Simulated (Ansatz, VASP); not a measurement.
One calculation of Al, two programs

```
Al
1.0
     0.00000    1.99133    1.99133
     1.99133    0.00000    1.99133
     1.99133    1.99133    0.00000
Al
1
Cartesian
  0.0000 0.0000 0.0000
```

Alike in both runs: task single point; functional LDA; k mesh 35 × 35 × 35; no spin polarisation.

|  | VASP | Ansatz |
| --- | --- | --- |
| version | VASP 6.6.1 | Ansatz 0.2.0 |
| potentials or method | VASP PAW LDA potentials, release 64 (Al) | plane-wave PAW, scalar-relativistic |
| plane-wave cutoff (eV) | 520 | 420 |
| occupations | methfessel-paxton of order 1, width 0.1 eV | cold, width 0.1 eV |
| valence electrons in the cell | 3 | 3 |

Ansatz gave:

```
pressure (GPa) : 0.0
```

**Question.** What did VASP give for the same quantities?

**Answer.** Pressure (GPa): 0.1.

Ansatz warns that its potentials were made for another functional, while VASP's fit it. LDA's correlation is that of Perdew and Zunger in VASP and of Perdew and Wang (1992) in Ansatz.
